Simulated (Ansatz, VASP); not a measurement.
## One calculation of HfN, two programs

```xyz
2
Lattice="0.0000 2.2170 2.1602 2.2170 0.0000 2.1602 2.2170 2.2170 0.0000" Properties=species:S:1:pos:R:3 pbc="T T T"
Hf    0.0000    0.0000    0.0000
N     2.2170    2.2170    2.1602
```

Change from the starting cell: strain -0.025 along x and y, -0.050 along z, atoms carried along.

Alike in both runs: task single point; functional PBE; k mesh 22 × 22 × 22; occupations gaussian, width 0.15 eV; no spin polarisation.

|  | VASP | Ansatz |
| --- | --- | --- |
| version | VASP 6.6.1 | Ansatz 0.2.0 |
| potentials or method | VASP PAW PBE potentials, release 64 (Hf_pv, N), cutoff 520 eV | scalar-relativistic, plane waves, PAW |
| valence electrons in the cell | 15 | 31 |

```csv
,VASP,Ansatz,Ansatz less VASP
gap on the k mesh at the Fermi level (eV),none,none,-
pressure (GPa),31.4,33.9,+2.53
"traceless stress, the component that is largest in VASP (GPa)",13.24,13.26,+0.019
```

A gap of «none» marks a metal or a gap that the smearing closes. Both programs put the cell under a high pressure, so it lies far from rest at this level. VASP's potentials hold 15 valence electrons a cell and Ansatz's 31, so a difference there can come from the potentials and not from the codes.

Spin-orbit coupling is off throughout.
